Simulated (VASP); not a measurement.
# Cu (I4_1/amd) in VASP: a series of runs

The runs below take Cu through single point, relaxation of cell and atoms, with r2SCAN.

Everything below comes from runs of VASP 6.6.1. Logs are shortened: lines on timing, memory, paths and dates and some standing lists are left out, and cuts for length are marked.

### 1 The cell of the first run

Symmetry: I4_1/amd, No. 141, tetragonal system. The conventional cell has a = 4.583 Å, b = 4.583 Å, c = 2.394 Å, α = 90.00°, β = 90.00°, γ = 90.00°. Cu (site symmetry -4m2) has 10 Cu at 2.37 to 2.91 Å within 3.1 Å.

### 2 Single point, r2SCAN

Contents of POSCAR:

```
Cu
1.0
   -2.2916017269      2.2916017269      1.1970219245
    2.2916017269     -2.2916017269      1.1970219245
    2.2916017269      2.2916017269     -1.1970219245
Cu
2
Direct
    0.0000000000      0.0000000000      0.0000000000
    0.7500000000      0.2500000000      0.5000000000
```

Contents of INCAR.step1:

```
SYSTEM = Cu
PREC = Accurate
ENCUT = 520
ISMEAR = 0
SIGMA = 0.1
LREAL = .False.
LASPH = .True.
NELM = 100
NBANDS = 18
GGA = PE
ALGO = Normal
EDIFF = 1E-4
LWAVE = .True.
LCHARG = .False.
```

Contents of INCAR.step2:

```
SYSTEM = Cu
PREC = Accurate
ENCUT = 520
EDIFF = 1E-6
ISMEAR = 0
SIGMA = 0.1
LREAL = .False.
LASPH = .True.
NELM = 100
ALGO = Normal
ISIF = 2
LWAVE = .False.
LCHARG = .False.
METAGGA = R2SCAN
LMIXTAU = .True.
NBANDS = 18
ISTART = 1
```

Contents of KPOINTS:

```
Automatic mesh
0
Gamma
  8 8 8
  0 0 0
```

Potentials or basis: VASP PAW PBE potentials, release 64 (Cu).

On the command line:

```sh
$ cat potpaw_PBE.64/Cu/POTCAR > POTCAR
$ cp INCAR.step1 INCAR
$ mpirun -np 1 vasp_std > vasp.out
$ cp INCAR.step2 INCAR
$ mpirun -np 1 vasp_std > vasp.out
```

OUTCAR:

```text
SYSTEM = Cu
   PREC = Accurate
   ENCUT = 520
   EDIFF = 1E-6
   ISMEAR = 0
   LREAL = .False.
   LASPH = .True.
   NELM = 100
   ISIF = 2
   METAGGA = R2SCAN
   ISTART = 1

 ion  position               nearest neighbor table
   1  0.000  0.000  0.000-   2 2.37   2 2.37   2 2.37   2 2.37
   2  0.750  0.250  0.500-   1 2.37   1 2.37   1 2.37   1 2.37

  LATTYP: Found a body centered tetragonal cell.
 ALAT       =     4.5832034538
 C/A-ratio  =     0.5223516418

  Lattice vectors:

 A1 = (  -2.2916017269,   2.2916017269,   1.1970219245)
 A2 = (   2.2916017269,  -2.2916017269,   1.1970219245)
 A3 = (   2.2916017269,   2.2916017269,  -1.1970219245)

Analysis of symmetry for initial positions (statically):
=====================================================================
 Subroutine PRICEL returns:
 Original cell was already a primitive cell.

 Routine SETGRP: Setting up the symmetry group for a
 body centered tetragonal supercell.

 Subroutine GETGRP returns: Found 16 space group operations
 (whereof  8 operations were pure point group operations)
 out of a pool of 16 trial point group operations.

The static configuration has the point symmetry D_2d.
 The point group associated with its full space group is D_4h.

Analysis of symmetry for dynamics (positions and initial velocities):
=====================================================================
 Subroutine PRICEL returns:
 Original cell was already a primitive cell.

 Routine SETGRP: Setting up the symmetry group for a
 body centered tetragonal supercell.

 Subroutine GETGRP returns: Found 16 space group operations
 (whereof  8 operations were pure point group operations)
 out of a pool of 16 trial point group operations.

The dynamic configuration has the point symmetry D_2d.
 The point group associated with its full space group is D_4h.

 Subroutine INISYM returns: Found 16 space group operations
 (whereof  8 operations are pure point group operations),
 and found     1 'primitive' translations

----------------------------------------------------------------------------------------

                                     Primitive cell

  volume of cell :      25.1443

  direct lattice vectors                    reciprocal lattice vectors
    -2.291601727  2.291601727  1.197021925     0.000000000  0.218188001  0.417703293
     2.291601727 -2.291601727  1.197021925     0.218188001  0.000000000  0.417703293
     2.291601727  2.291601727 -1.197021925     0.218188001  0.218188001  0.000000000

  length of vectors
     3.454813806  3.454813806  3.454813806     0.471255817  0.471255817  0.308564430

  position of ions in fractional coordinates (direct lattice)
     0.000000000  0.000000000  0.000000000
     0.750000000  0.250000000  0.500000000

  ion indices of the primitive-cell ions
   primitive index   ion index
                 1           1
                 2           2

----------------------------------------------------------------------------------------

 KPOINTS: Automatic mesh

Automatic generation of k-mesh.
 Grid dimensions read from file:
 generate k-points for:    8    8    8

 Generating k-lattice:

  Cartesian coordinates                     Fractional coordinates (reciprocal lattice)
     0.000000000  0.027273500  0.052212912     0.125000000  0.000000000  0.000000000
     0.027273500  0.000000000  0.052212912     0.000000000  0.125000000  0.000000000
     0.027273500  0.027273500  0.000000000     0.000000000  0.000000000  0.125000000

  Length of vectors
     0.058906977  0.058906977  0.038570554

  Shift w.r.t. Gamma in fractional coordinates (k-lattice)
     0.000000000  0.000000000  0.000000000

 Subroutine IBZKPT returns following result:
 ===========================================

 Found     59 irreducible k-points:

 Following reciprocal coordinates:
            Coordinates               Weight
  0.000000  0.000000  0.000000      1.000000
  0.125000  0.000000  0.000000      8.000000
  0.250000  0.000000  0.000000      8.000000
  0.375000 -0.000000  0.000000      8.000000
  0.500000  0.000000  0.000000      4.000000
  0.125000  0.125000  0.000000      8.000000
[... 16 lines left out ...]
  0.250000  0.125000  0.125000     16.000000
  0.375000  0.125000  0.125000      8.000000
 [... further k-points ...]
   k-points           NKPTS =     59   k-points in BZ     NKDIM =     59   number of bands    NBANDS=     18
   number of dos      NEDOS =    301   number of ions     NIONS =      2
   total plane-waves  NPLWV =  21952
   dimension x,y,z NGX =    28 NGY =   28 NGZ =   28
   dimension x,y,z NGXF=    56 NGYF=   56 NGZF=   56
   ions per type =               2
   NGX,Y,Z   is equivalent  to a cutoff of  13.47, 13.47, 13.47 a.u.
   NGXF,Y,Z  is equivalent  to a cutoff of  26.95, 26.95, 26.95 a.u.
 SYSTEM =  Cu
   PREC   = accura    normal or accurate (medium, high low for compatibility)
   ISTART =      1    job   : 0-new  1-cont  2-samecut
   ICHARG =      0    charge: 1-file 2-atom 10-const
   ISPIN  =      1    spin polarized calculation?
   LNONCOLLINEAR =      F non collinear calculations
   LSORBIT =      F    spin-orbit coupling
   LASPH  =      T    aspherical Exc in radial PAW
   ENCUT  =  520.0 eV  38.22 Ry    6.18 a.u.   6.42  6.42  6.42*2*pi/ulx,y,z
   NELM   =    100;   NELMIN=  2; NELMDL=  0     # of ELM steps
   EDIFF  = 0.1E-05   stopping-criterion for ELM
   LREAL  =      F    real-space projection
   EDIFFG = 0.1E-04   stopping-criterion for IOM
   NSW    =      0    number of steps for IOM
   IBRION =     -1    ionic relax: 0-MD 1-quasi-New 2-CG
   NFREE  =      0    steps in history (QN), initial steepest desc. (CG)
   ISIF   =      2    stress and relaxation
   ISYM   =      2    0-nonsym 1-usesym 2-fastsym
   POTIM  = 0.5000    time-step for ionic-motion
   TEBEG  =    0.0;   TEEND  =   0.0 temperature during run
   PSTRESS=    0.0 pullay stress
   NELECT =      22.0000    total number of electrons
   NUPDOWN=      -1.0000    fix difference up-down
   EMIN   =  10.00;   EMAX   =-10.00  energy-range for DOS
   EFERMI =   0.00;   METHOD = LEGACY
   ISMEAR =     0;   SIGMA  =   0.10  broadening in eV -4-tet -1-fermi 0-gaus
   EFERMI_NEDOS =   21; number of points for ismear=-14 and -15
   IALGO  =     38    algorithm
   IMIX   =      4    mixing-type and parameters
     AMIX     =   0.40;   BMIX     =  1.00
     AMIX_MAG =   1.60;   BMIX_MAG =  1.00
  volume/ion in A,a.u.               =      12.57        84.84
  Fermi-wavevector in a.u.,A,eV,Ry     =   1.565798  2.958928 33.357701  2.451722
  Thomas-Fermi vector in A             =   2.668220
   LORBIT       =      0    0 simple, 1 ext, 2 COOP (PROOUT), +10 PAW based schemes
   METAGGA = R2SCAN    functional components
   LHFCALC =     F    Hartree Fock is set to
   AEXX    =    0.0000 exact exchange contribution
   IVDW    =     0    specifies the selected vdW correction
   LEPSILON=     F    determine dielectric tensor
   LRPA    =     F    only Hartree local field effects (RPA)
 non-spin polarized calculation
 Gauss-broadening in eV      SIGMA  =   0.10
  energy-cutoff  :      520.00
  volume of cell :       25.14
 maximum number of plane-waves:       690
 NGX is ok and might be reduce to    28
   NGX = 13   NGY = 13   NGZ = 13

 number of electron      22.0000017 magnetization

 Free energy of the ion-electron system (eV)
  ---------------------------------------------------
  ext. energy  EPLUGINS =         0.00000000
  ---------------------------------------------------
  free energy    TOTEN  =       -20.96101983 eV

  energy without entropy =      -20.95830053  energy(sigma->0) =      -20.95966018

 E-fermi :   6.6402     XC(G=0): -13.2313

 val. band max:        6.6150668923   @ k =  -0.3750   0.5000   0.3750
 cond. band min:       6.6968074246   @ k =   0.3750   0.2500   0.0000
 fundamental gap:      0.0817405323
 Fermi energy:         6.6401827465

 k-point     1 :       0.0000    0.0000    0.0000
  band No.  band energies     occupation
      1      -2.4443      2.00000
      2       1.9279      2.00000
      3       2.5405      2.00000
      4       2.6109      2.00000
      5       2.9544      2.00000
      6       4.5349      2.00000
[... 10 lines left out ...]
     17      26.8777      0.00000
     18      30.2925      0.00000

 k-point     2 :       0.1250    0.0000    0.0000
  band No.  band energies     occupation
      1      -1.8755      2.00000
      2       2.0989      2.00000
      3       2.5635      2.00000
      4       2.9589      2.00000
      5       3.1309      2.00000
      6       4.1028      2.00000
[... 10 lines left out ...]
     17      26.1258      0.00000
     18      27.4259      0.00000

 k-point     3 :       0.2500    0.0000    0.0000
  band No.  band energies     occupation
      1      -0.2871      2.00000
      2       2.4557      2.00000
      3       2.7226      2.00000
      4       3.1931      2.00000
      5       3.5000      2.00000
      6       3.6341      2.00000
[... 10 lines left out ...]
     17      22.9406      0.00000
     18      23.0843      0.00000

 k-point     4 :       0.3750   -0.0000    0.0000
  band No.  band energies     occupation
      1       1.5412      2.00000
      2       2.3940      2.00000
      3       2.7148      2.00000
      4       3.1327      2.00000
      5       3.5564      2.00000
      6       3.8409      2.00000
[... 375 lines left out ...]
      4       3.0984      2.00000
      5       3.3607      2.00000
      6       3.9057      2.00000
[... 10 lines left out ...]
     17      23.8554      0.00000
     18      24.3393      0.00000

 k-point    23 :       0.2500    0.1250    0.1250
  band No.  band energies     occupation
      1       1.7307      2.00000
      2       2.2870      2.00000
      3       2.7807      2.00000
      4       3.1421      2.00000
      5       3.3981      2.00000
      6       3.8799      2.00000
[... 10 lines left out ...]
     17      22.4388      0.00000
     18      23.5665      0.00000

 k-point    24 :       0.3750    0.1250    0.1250
  band No.  band energies     occupation
      1       2.1033      2.00000
      2       2.2074      2.00000
      3       2.6556      2.00000
      4       3.1654      2.00000
      5       3.3889      2.00000
      6       4.0753      2.00000
[... 10 lines left out ...]
     17      22.4988      0.00000
     18      25.2878      0.00000

 [... further k-points ...]

------------------------ aborting loop because EDIFF is reached ----------------------------------------

  FORCE on cell =-STRESS in cart. coord.  units (eV):
  Direction    XX          YY          ZZ          XY          YZ          ZX
  --------------------------------------------------------------------------------------
  -------------------------------------------------------------------------------------
  Total        0.1015665      0.1015665      0.1017656      0.0000000      0.0000000      0.0000000
  in kB        6.4717372      6.4717372      6.4844199      0.0000000      0.0000000      0.0000000
  external PRESSURE =       6.4759647 kB  Pullay stress =       0.0000000 kB

 VOLUME and BASIS-vectors are now :
 -----------------------------------------------------------------------------
  energy-cutoff  :      520.00
  volume of cell :       25.14
      direct lattice vectors                 reciprocal lattice vectors
    -2.291601727  2.291601727  1.197021925     0.000000000  0.218188001  0.417703293
     2.291601727 -2.291601727  1.197021925     0.218188001  0.000000000  0.417703293
     2.291601727  2.291601727 -1.197021925     0.218188001  0.218188001  0.000000000

 POSITION                                       TOTAL-FORCE (eV/Angst)
 -----------------------------------------------------------------------------------
      0.00000      0.00000      0.00000        -0.000000      0.000000     -0.000000
     -0.00000      2.29160      0.59851         0.000000     -0.000000      0.000000
 -----------------------------------------------------------------------------------
    total drift:                               -0.000000      0.000000      0.000000

  FREE ENERGIE OF THE ION-ELECTRON SYSTEM (eV)
  ---------------------------------------------------
  free  energy   TOTEN  =       -20.9610198286 eV

  energy  without entropy=      -20.9583005311  energy(sigma->0) =      -20.95966018
```

It took 3.3 min on 1 thread of Intel Xeon 8259CL, shared host; peak memory 0.17 GiB.

What came out:

```yaml
Free_energy: -20.9610 eV
Pressure: 0.6 GPa
Band_gap_on_the_k_mesh: zero (bands 11 and 12 overlap by 4.10 eV)
```

Levels at points of the mesh, in eV from the Fermi level:
| k point | band 7 | band 8 | band 9 | band 10 | band 11 | band 12 | band 13 | band 14 | band 15 | band 16 |
| --- | --- | --- | --- | --- | --- | --- | --- | --- | --- | --- |
| (0.00, 0.00, 0.00) | -2.11 | -2.08 | -2.08 | -1.59 | -1.12 | 5.00 | 5.00 | 10.66 | 11.00 | 20.24 |
| (0.50, 0.00, 0.00) | -2.18 | -2.07 | -1.72 | -1.60 | 0.40 | 3.23 | 6.72 | 7.52 | 10.80 | 11.27 |
| (0.50, 0.50, 0.00) | -2.34 | -2.34 | -1.85 | -1.85 | -1.71 | -1.71 | 10.54 | 10.54 | 13.06 | 13.06 |
| (0.50, 0.50, 0.50) | -2.06 | -2.06 | -2.00 | -2.00 | -1.60 | -1.60 | 2.48 | 2.48 | 19.93 | 19.93 |

Caveat: the k points lie up to 0.37 Å⁻¹ apart, too coarse for converged energies and pressures of a metal; the PAW data sets were made with another functional, which shifts forces and pressure a little.

### 3 Relaxation of cell and atoms, r2SCAN

This run uses another cell than the first one, of 11.75 Å³/atom.

Contents of POSCAR:

```
Cu
1.0
   -2.2083209824      2.2083209824      1.2046798603
    2.2083209824     -2.2083209824      1.2046798603
    2.2083209824      2.2083209824     -1.2046798603
Cu
2
Direct
    0.0000000000      0.0000000000      0.0000000000
    0.7500000000      0.2500000000      0.5000000000
```

Contents of INCAR.step1:

```
SYSTEM = Cu
PREC     = Accurate       ! precision mode
ENCUT    = 600            ! plane-wave cutoff, eV
ISMEAR   = 0              ! smearing method
SIGMA    = 0.1            ! smearing width, eV
LREAL    = .FALSE.        ! projectors in reciprocal space
LASPH    = .TRUE.         ! aspherical terms in the spheres
NELM     = 100            ! most SCF steps
GGA      = PE             ! functional
ALGO     = Normal         ! electronic algorithm
EDIFF    = 1E-4           ! SCF threshold, eV
LWAVE    = .TRUE.         ! write WAVECAR
LCHARG   = .FALSE.        ! write CHGCAR
```

Contents of INCAR.step2:

```
SYSTEM = Cu
PREC     = Accurate       ! precision mode
ENCUT    = 600            ! plane-wave cutoff, eV
EDIFF    = 1E-6           ! SCF threshold, eV
ISMEAR   = 0              ! smearing method
SIGMA    = 0.1            ! smearing width, eV
LREAL    = .FALSE.        ! projectors in reciprocal space
LASPH    = .TRUE.         ! aspherical terms in the spheres
NELM     = 100            ! most SCF steps
ALGO     = Normal         ! electronic algorithm
ISIF     = 3              ! what is computed and relaxed
LWAVE    = .FALSE.        ! write WAVECAR
LCHARG   = .FALSE.        ! write CHGCAR
METAGGA  = R2SCAN         ! meta-GGA
LMIXTAU  = .TRUE.       
IBRION   = 2              ! ionic algorithm
NSW      = 90             ! ionic steps
EDIFFG   = -0.04          ! ionic threshold
ISTART   = 1
```

Contents of KPOINTS:

```
Automatic mesh
0
G
  8 8 8
  0 0 0
```

Potentials or basis: VASP PAW PBE potentials, release 64 (Cu).

On the command line:

```sh
$ cat potpaw_PBE.64/Cu/POTCAR > POTCAR
$ cp INCAR.step1 INCAR
$ mpirun -np 1 vasp_std > vasp.out
$ cp INCAR.step2 INCAR
$ mpirun -np 1 vasp_std > vasp.out
```

Run time: 11 min. Hardware: 1 thread of Intel Xeon 8259CL, shared host; peak memory 0.18 GiB.

It converged, with:

* Free energy: -20.9617 eV
* Relaxed volume: 12.62 Å³/atom
* Relaxed cell: a = 3.459 Å, b = 3.459 Å, c = 3.459 Å, α = 96.89°, β = 96.89°, γ = 139.46°
* Space group after relaxing (to 0.1 Å): I4_1/amd (No. 141)
* Energy gained by relaxing: 43.2 meV/atom
* Ionic steps: 5
* Pressure after relaxing: 0.2 GPa
* Band gap on the k mesh: zero (bands 11 and 12 overlap by 4.09 eV)

The path:
| step | energy change (eV) | largest force (eV/Å) | pressure (GPa) | volume (Å³) |
| --- | --- | --- | --- | --- |
| 1 | 0.0000 | 0.0000 | 11.30 | 23.50 |
| 2 | -0.0678 | 0.0000 | -5.04 | 26.41 |
| 3 | -0.0837 | 0.0000 | -0.99 | 25.45 |
| 4 | -0.0837 | 0.0000 | -0.60 | 25.41 |
| 5 | -0.0864 | 0.0000 | 0.22 | 25.24 |

Final structure:
```yaml
crystal:
  lattice:
    - [-2.29453, 2.29453, 1.19855]
    - [2.29453, -2.29453, 1.19855]
    - [2.29453, 2.29453, -1.19855]
  atoms:
    - { symbol: Cu, position: [0.00000, 0.00000, 0.00000] }
    - { symbol: Cu, position: [0.75000, 0.25000, 0.50000] }
```

Levels at points of the mesh, in eV from the Fermi level:
| k point | band 7 | band 8 | band 9 | band 10 | band 11 | band 12 | band 13 | band 14 | band 15 |
| --- | --- | --- | --- | --- | --- | --- | --- | --- | --- |
| (0.00, 0.00, 0.00) | -2.10 | -2.07 | -2.07 | -1.59 | -1.12 | 4.99 | 4.99 | 10.61 | 10.98 |
| (0.50, 0.00, 0.00) | -2.18 | -2.06 | -1.72 | -1.60 | 0.40 | 3.21 | 6.70 | 7.50 | 10.76 |
| (0.50, 0.50, 0.00) | -2.34 | -2.34 | -1.85 | -1.85 | -1.71 | -1.71 | 10.51 | 10.51 | 13.03 |
| (0.50, 0.50, 0.50) | -2.06 | -2.06 | -2.00 | -2.00 | -1.58 | -1.58 | 2.47 | 2.47 | 19.88 |

Caveat: the k points lie up to 0.37 Å⁻¹ apart in the final cell, too coarse for converged energies and pressures of a metal; the PAW data sets were made with another functional, which shifts forces and pressure a little.
